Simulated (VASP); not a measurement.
A run of VASP 6.6.1:

Contents of INCAR:

```
SYSTEM = Re
PREC = Accurate
ENCUT = 520
EDIFF = 1E-7
ISMEAR = -1
SIGMA = 0.1
LREAL = .FALSE.
LASPH = .TRUE.
NELM = 80
ALGO = Normal
ISIF = 2
LWAVE = .FALSE.
LCHARG = .TRUE.
GGA = PE
LELF = .TRUE.
LVHAR = .TRUE.
NBANDS = 14
```

Contents of KPOINTS:

```
Automatic mesh
0
G
  12 12 12
  0 0 0
```

Contents of POSCAR:

```
Re
1.0
    0.0000000000      2.8260376746      2.8260376746
    2.8260376746      0.0000000000      2.8260376746
    2.8260376746      2.8260376746      0.0000000000
Re
2
Direct
   -0.1250000000     -0.1250000000     -0.1250000000
    0.1250000000      0.1250000000      0.1250000000
```

Potentials or basis: VASP PAW PBE potentials, release 64 (Re).

Run with:

```sh
$ cat potpaw_PBE.64/Re/POTCAR > POTCAR
$ mpirun -np 1 vasp_std > vasp.out
```

Hardware: 1 thread of Intel(R) Xeon(R) 6975P-C (Granite Rapids), on a shared host.

Question: How long does it take, and how much memory?

Answer: It took 22 s on 1 thread of Intel(R) Xeon(R) 6975P-C (Granite Rapids), on a shared host, peak memory 0.19 GiB. Counts: scf iterations 13, k points 72.
